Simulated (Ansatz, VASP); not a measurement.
## TiAl: VASP beside Ansatz

The input INCAR:

```
SYSTEM = TiAl
ALGO = Fast
EDIFF = 1E-6
ENCUT = 520
GGA = PS
ISIF = 2
ISMEAR = 0
LASPH = .TRUE.
LCHARG = .FALSE.
LREAL = .FALSE.
LWAVE = .FALSE.
NBANDS = 14
NELM = 80
PREC = Accurate
SIGMA = 0.15
```

Contents of KPOINTS:

```
k-points
0
G
  22 22 22
  0 0 0
```

The input POSCAR:

```
TiAl
1.0
    3.4290253266      0.0000000000      0.0000000000
    0.0000000000      3.4290253266      0.0000000000
    0.0000000000      0.0000000000      2.6746397547
Ti Al
1 1
Direct
    0.0000000000      0.0000000000      0.0000000000
    0.5000000000      0.5000000000      0.5000000000
```

Input for Ansatz:

```yaml
crystal:
  lattice:
    - [3.4290253266, 0.0, 0.0]
    - [0.0, 3.4290253266, 0.0]
    - [0.0, 0.0, 2.6746397547]
  atoms:
    - { symbol: Ti, position: [0.0, 0.0, 0.0] }
    - { symbol: Al, position: [0.5, 0.5, 0.5] }
basis:
  ecutwfc: 420
kpoints:
  mp_grid: { grid: [22, 22, 22] }
hamiltonian:
  xc: pbesol
scf:
  occupations: { method: gaussian, width: 0.15 }
output:
  forces: true
  stress: true
  eigenvalues: true
```

Alike in both runs: task single point; functional PBEsol; k mesh 22 × 22 × 22; occupations gaussian, width 0.15 eV; no spin polarisation.

|  | VASP | Ansatz |
| --- | --- | --- |
| version | VASP 6.6.1 | Ansatz 0.2.0 |
| potentials or method | VASP PAW PBE potentials, release 64 (Ti_sv, Al), cutoff 520 eV | scalar-relativistic, plane waves, PAW |
| valence electrons in the cell | 15 | 15 |

|  | VASP | Ansatz | Ansatz less VASP |
| --- | --- | --- | --- |
| gap on the k mesh at the Fermi level (eV) | none | none | - |
| pressure (GPa) | 2.2 | 2.1 | -0.06 |
| traceless stress, the component that is largest in VASP (GPa) | 5.39 | 5.37 | -0.024 |

VASP's potentials were made for PBE, not for PBEsol. A gap of «none» marks a metal or a gap that the smearing closes.
